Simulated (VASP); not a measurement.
A run of VASP 6.6.1 is set up as follows.

Contents of INCAR:

```
ALGO = Normal
EDIFF = 1E-6
ENCUT = 520
GGA = PE
ISIF = 2
ISMEAR = 0
LASPH = True
LCHARG = True
LELF = True
LREAL = False
LVHAR = True
LWAVE = False
NBANDS = 36
NELM = 100
PREC = Accurate
SIGMA = 0.1
```

Contents of KPOINTS:

```
k-points
0
Gamma
  8 8 8
```

The input POSCAR:

```
Li4W3
1.0
    4.6093163256      0.0000000000      0.0000000000
    0.0000000000      4.6093163256      0.0000000000
    0.0000000000      0.0000000000      4.6093163256
Li W
4 3
Direct
    0.0000000000      0.5000000000      0.5000000000
    0.5000000000      0.0000000000      0.5000000000
    0.5000000000      0.5000000000      0.0000000000
    0.5000000000      0.5000000000      0.5000000000
    0.5000000000      0.0000000000      0.0000000000
    0.0000000000      0.5000000000      0.0000000000
    0.0000000000      0.0000000000      0.5000000000
```

Potentials or basis: VASP PAW PBE potentials, release 64 (Li_sv, W_sv).

Run with:

```sh
$ cat potpaw_PBE.64/Li_sv/POTCAR potpaw_PBE.64/W_sv/POTCAR > POTCAR
$ mpirun -np 1 vasp_std > vasp.out
```

Problem. Predict the band gap on the k mesh.

Solution. Zero (band 27 reaches 6.69 eV, above the bottom of band 28 at 5.23 eV).

Caveat: spin-orbit coupling is left out, which moves the levels of the heavy elements.
